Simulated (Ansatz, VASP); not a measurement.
# MgBe2SO2 in VASP and in Ansatz

```
CELL_PARAMETERS angstrom
3.34654 0.00000 0.00000
0.00000 3.34654 0.00000
0.00000 0.00000 9.75028
ATOMIC_POSITIONS crystal
Mg 0.00000 0.00000 0.00000
Be 0.50000 0.50000 0.00000
Be 0.00000 0.00000 0.50000
S 0.50000 0.50000 0.50000
O 0.50000 0.00000 0.92769
O 0.00000 0.50000 0.07231
```

Change from the starting cell: species swapped into the Li2MgCdP2 type (P-4m2, No. 115).

Alike in both runs: functional PBE; k mesh 10 × 10 × 4; occupations gaussian, width 0.01 eV; no spin polarisation.

Ansatz relaxed the structure, and its values are those at the end. VASP's run is a single point on that final structure, the one shown.

```csv
,VASP,Ansatz
version,VASP 6.6.1,Ansatz 0.2.0
potentials or method,"VASP PAW PBE potentials, release 64 (Mg, Be, S, O), cutoff 520 eV","scalar-relativistic, plane waves, PAW"
valence electrons in the cell,24,32
```

|  | VASP | Ansatz | Ansatz less VASP |
| --- | --- | --- | --- |
| gap on the k mesh at the Fermi level (eV) | 0.28 | 0.28 | -0.003 |
| least direct gap on the mesh (eV) | 0.60 | 0.58 | -0.015 |
| pressure (GPa) | 0.2 | 0.0 | -0.16 |
| rms of the force components (eV/Å) | 0.009 | 0.000 | -0.0085 |

VASP's potentials hold 24 valence electrons a cell and Ansatz's 32, so a difference there can come from the potentials and not from the codes.
